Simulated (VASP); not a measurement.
# Sb: single point with PBE

The system is Sb.

```xyz
1
Lattice="-1.5776 1.5802 2.7118 1.5670 -1.5443 2.6848 1.6043 1.5710 -2.6909" Properties=species:S:1:pos:R:3 pbc="T T T"
Sb    0.0066    0.0476    0.0149
```

```
Program                : VASP 6.6.1
Task                   : single point
Functional             : PBE
Potentials or basis    : VASP PAW PBE potentials, release 64 (Sb)
Cutoff                 : 520 eV
k mesh                 : 9 × 9 × 10
Occupations            : fermi-dirac, width 0.05 eV
Spin                   : no spin polarisation
Dipole correction      : no
Further INCAR settings : ALGO = Normal; EDIFF = 1e-06; NBANDS = 8
```

| Item | Value |
| --- | --- |
| Pressure | 1.9 GPa |
| Band gap on the k mesh | zero (an odd number of electrons rules out a gap without spin polarisation) |

Stress tensor (GPa, compression positive):
```
 2.07  0.34 -0.03
 0.34  1.87  0.09
-0.03  0.09  1.73
```

Levels at points of the mesh, in eV from the Fermi level:
```tsv
k point	band 1	band 2	band 3	band 4	band 5	band 6
(0.00, 0.00, 0.00)	-12.93	4.72	5.36	5.53	9.38	10.61
(0.00, 0.00, 0.50)	-6.75	-4.49	-0.87	0.74	3.59	4.48
```

It took 38 s on 1 thread of Intel(R) Xeon(R) 6975P-C (Granite Rapids), with other jobs on the host, peak memory 0.22 GiB.

Caveat: spin-orbit coupling is left out, which moves the levels of the heavy elements.
